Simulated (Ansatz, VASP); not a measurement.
Pt in VASP and in Ansatz

```
Pt
1.0
    -1.60798    1.60798    1.56046
     1.60798   -1.60798    1.56046
     1.60798    1.60798   -1.56046
Pt
1
Direct
  0.00000 0.00000 0.00000
```

Change from the starting cell: strain +0.015 along x and y, -0.015 along z, atoms carried along.

Alike in both runs: task single point; functional LDA; k mesh 22 × 22 × 22; occupations gaussian, width 0.15 eV; no spin polarisation.

|  | VASP | Ansatz |
| --- | --- | --- |
| version | VASP 6.6.1 | Ansatz 0.2.0 |
| potentials or method | VASP PAW LDA potentials, release 64 (Pt), cutoff 520 eV | scalar-relativistic, plane waves, PAW |
| valence electrons in the cell | 10 | 18 |

VASP gave:

- gap on the k mesh at the Fermi level (eV): none
- pressure (GPa): -18.3
- traceless stress, the component that is largest in VASP (GPa): -1.98

Problem. Estimate Ansatz's values.

Solution. gap on the k mesh at the Fermi level (eV): none; pressure (GPa): -18.8; traceless stress, the component that is largest in VASP (GPa): -2.01.

LDA's correlation is that of Perdew and Zunger in VASP and of Perdew and Wang (1992) in Ansatz. A gap of «none» marks a metal or a gap that the smearing closes. VASP's potentials hold 10 valence electrons a cell and Ansatz's 18, so a difference there can come from the potentials and not from the codes.

Neither program's run includes spin-orbit coupling.
